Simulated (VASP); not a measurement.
Write the native input for VASP 6.6.1 that does the following.

```yaml
Task: single point
Functional: PBE
Potentials_or_basis: VASP PAW PBE potentials, release 64 (As)
Cutoff: 520 eV
k_mesh: 4 × 4 × 4
Occupations: gaussian, width 0.1 eV
Spin: no spin polarisation
Dipole_correction: no
Further_INCAR_settings: ALGO = Normal; EDIFF = 1e-06; NBANDS = 14
```

The structure of As lies in POSCAR:

```
As
1.0
    4.1894549500      0.0000000000      0.0000000000
    0.0000000000      4.1894549500      0.0000000000
    0.0000000000      0.0000000000      4.1894549500
As
3
Direct
    0.5000000000      0.0000000000      0.0000000000
    0.0000000000      0.5000000000      0.0000000000
    0.0000000000      0.0000000000      0.5000000000
```

The input as run:

INCAR

```
SYSTEM = As
PREC = Accurate
ENCUT = 520
EDIFF = 1E-6
ISMEAR = 0
SIGMA = 0.1
LREAL = .False.
LASPH = .True.
NELM = 80
ALGO = Normal
ISIF = 2
LWAVE = .False.
LCHARG = .True.
GGA = PE
LELF = .True.
LVHAR = .True.
NBANDS = 14
```

KPOINTS

```
Automatic mesh
0
Gamma
  4 4 4
  0 0 0
```

Potentials or basis: VASP PAW PBE potentials, release 64 (As).

Run with:

```sh
$ cat potpaw_PBE.64/As/POTCAR > POTCAR
$ mpirun -np 1 vasp_std > vasp.out
```

It gave:

The pressure is -5.4 GPa.

Caveat: the k points lie up to 0.37 Å⁻¹ apart.

Run time: 9.4 s on 1 thread of AMD EPYC 7R43 64-Core Processor (Zen 3) (shared host), peak memory 0.13 GiB.
